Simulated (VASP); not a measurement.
The system is PrOs2C.

```xyz
4
Lattice="4.0244 0.0000 0.0000 -2.0122 3.4852 0.0000 0.0000 0.0000 6.2759" Properties=species:S:1:pos:R:3 pbc="T T T"
Pr    0.0000    0.0000    0.0000
Os    0.0000    2.3235    3.1379
Os    2.0122    1.1617    3.1379
C     0.0000    0.0000    3.1379
```

The cell was generated, and may not be a known phase.

- Program: VASP 6.6.1
- Task: relaxation of cell and atoms
- Functional: PBE
- Potentials or basis: VASP PAW PBE potentials, release 64 (Pr_3, Os, C), 4f in core
- Cutoff: 600 eV
- k mesh: 6 × 6 × 4
- Occupations: gaussian, width 0.1 eV
- Spin: no spin polarisation

At the start: pressure -1.3 GPa; volume 22.01 Å³/atom.

How do energy, volume and symmetry change on relaxing?

Over 9 steps the energy falls by 527.9 meV/atom and the volume is 18.65 Å³/atom (-15.2 %); space group P6/mmm (No. 191, to 0.1 Å) before and after.

The path:
| step | energy change (eV) | largest force (eV/Å) | pressure (GPa) | volume (Å³) |
| --- | --- | --- | --- | --- |
| 1 | 0.0000 | 0.0000 | -1.35 | 88.02 |
| 2 | -1.5812 | 0.0000 | -14.96 | 84.40 |
| 3 | -1.6267 | 0.0000 | -15.34 | 83.91 |
| 4 | -1.7430 | 0.0000 | 7.20 | 70.77 |
| 5 | -2.0166 | 0.0000 | -5.11 | 76.32 |
| 6 | -2.1097 | 0.0000 | 0.40 | 74.56 |
| 7 | -2.1115 | 0.0000 | -0.34 | 74.77 |
| 8 | -2.1115 | 0.0000 | -0.23 | 74.74 |
| 9 | -2.1117 | 0.0000 | 0.04 | 74.60 |

Final structure:
```xyz
4
Lattice="4.1494 0.0000 0.0000 -2.0747 3.5935 0.0000 0.0000 0.0000 5.0034" Properties=species:S:1:pos:R:3 pbc="T T T"
Pr    0.0000    0.0000    0.0000
Os    0.0000    2.3957    2.5017
Os    2.0747    1.1978    2.5017
C     0.0000    0.0000    2.5017
```

Caveat: the volume moved by over 15 % at a fixed basis, so the end points are rough.
